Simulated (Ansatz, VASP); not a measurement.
**RbCl in VASP and in Ansatz**

Contents of INCAR:

```
SYSTEM = RbCl
PREC     = Accurate       ! precision mode
ENCUT    = 500            ! plane-wave cutoff, eV
EDIFF    = 1E-6           ! SCF threshold, eV
ISMEAR   = 0              ! smearing method
SIGMA    = 0.05           ! smearing width, eV
LREAL    = .False.        ! projectors in reciprocal space
LASPH    = .True.         ! aspherical terms in the spheres
NELM     = 120            ! most SCF steps
ALGO     = Normal         ! electronic algorithm
ISIF     = 2              ! what is computed and relaxed
LWAVE    = .False.        ! write WAVECAR
LCHARG   = .False.        ! write CHGCAR
GGA      = CA             ! functional
NBANDS   = 15             ! bands
GGA_COMPAT= .False.
```

The input KPOINTS:

```
Automatic mesh
0
Gamma
  6 6 6
  0 0 0
```

File POSCAR:

```
RbCl
1.0
    0.0000000000      3.3026475000      3.3026475000
    3.2740000000      0.0286475000      3.2740000000
    3.2740000000      3.2740000000      0.0286475000
Rb Cl
1 1
Direct
    0.0000000000      0.0000000000      0.0000000000
    0.5000000000      0.5000000000      0.5000000000
```

Input for Ansatz:

```yaml
crystal:
  lattice:
    - [0.0, 3.3026475, 3.3026475]
    - [3.274, 0.0286475, 3.274]
    - [3.274, 3.274, 0.0286475]
  atoms:
    - { symbol: Rb, position: [0.0, 0.0, 0.0] }
    - { symbol: Cl, position: [0.5, 0.5, 0.5] }
basis:
  ecutwfc: 420
kpoints:
  mp_grid: { grid: [6, 6, 6] }
hamiltonian:
  xc: lda
scf:
  occupations: { method: gaussian, width: 0.05 }
output:
  forces: true
  stress: true
  eigenvalues: true
```

Change from the starting cell: strain +0.0175 x Voigt [0, 0, 0, 1, 0, 0], atoms carried along.

Alike in both runs: task single point; functional LDA; k mesh 6 × 6 × 6; occupations gaussian, width 0.05 eV; no spin polarisation.

|  | VASP | Ansatz |
| --- | --- | --- |
| version | VASP 6.6.1 | Ansatz 0.2.0 |
| potentials or method | VASP PAW LDA potentials, release 64 (Rb_sv, Cl), cutoff 500 eV | scalar-relativistic, plane waves, PAW |
| valence electrons in the cell | 16 | 16 |

```csv
,VASP,Ansatz,Ansatz less VASP
gap on the k mesh at the Fermi level (eV),4.59,4.58,-0.007
least direct gap on the mesh (eV),4.59,4.58,-0.007
pressure (GPa),-1.4,-1.4,-0.01
"traceless stress, the component that is largest in VASP (GPa)",-0.10,-0.10,-0.001
```

LDA's correlation is that of Perdew and Zunger in VASP and of Perdew and Wang (1992) in Ansatz.
